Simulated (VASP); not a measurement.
Write the native input for VASP 6.6.1 that does the following.

| Quantity | Value |
| --- | --- |
| Task | single point |
| Functional | LDA |
| Potentials or basis | VASP PAW LDA potentials, release 64 (P) |
| Cutoff | 520 eV |
| k mesh | 8 × 8 × 6 |
| Occupations | fermi-dirac, width 0.05 eV |
| Spin | no spin polarisation |
| Dipole correction | no |
| Further INCAR settings | ALGO = Normal; EDIFF = 1e-06; NBANDS = 18 |

The structure of P lies in POSCAR:

```
P
1.0
    1.6477431241     -5.4650377251      0.0000000000
    1.6477431241      5.4650377251      0.0000000000
    0.0000000000      0.0000000000      4.5436355900
P
4
Direct
    0.9041431300      0.0958568700      0.5888151700
    0.0958568700      0.9041431300      0.4111848300
    0.5958568700      0.4041431300      0.0888151700
    0.4041431300      0.5958568700      0.9111848300
```

These files were run (other wordings do the same):

INCAR

```
PREC = Accurate
ENCUT = 520
EDIFF = 1E-6
ISMEAR = -1
SIGMA = 0.05
LREAL = False
LASPH = True
NELM = 60
ALGO = Normal
ISIF = 2
LWAVE = False
LCHARG = True
LELF = True
LVHAR = True
NBANDS = 18
```

KPOINTS

```
regular mesh
0
Gamma
  8 8 6
```

Potentials or basis: VASP PAW LDA potentials, release 64 (P).

Command:

```sh
$ cat potpaw_LDA.64/P/POTCAR > POTCAR
$ mpirun -np 1 vasp_std > vasp.out
```

It gave:

The pressure is -2.4 GPa. The largest force is 0.157 eV/Å and the band gap on the k mesh is 0.01 eV, direct.

Wall time 110 s on 1 thread of Intel Xeon 6975P-C, with other jobs on the host, peak memory 0.24 GiB.
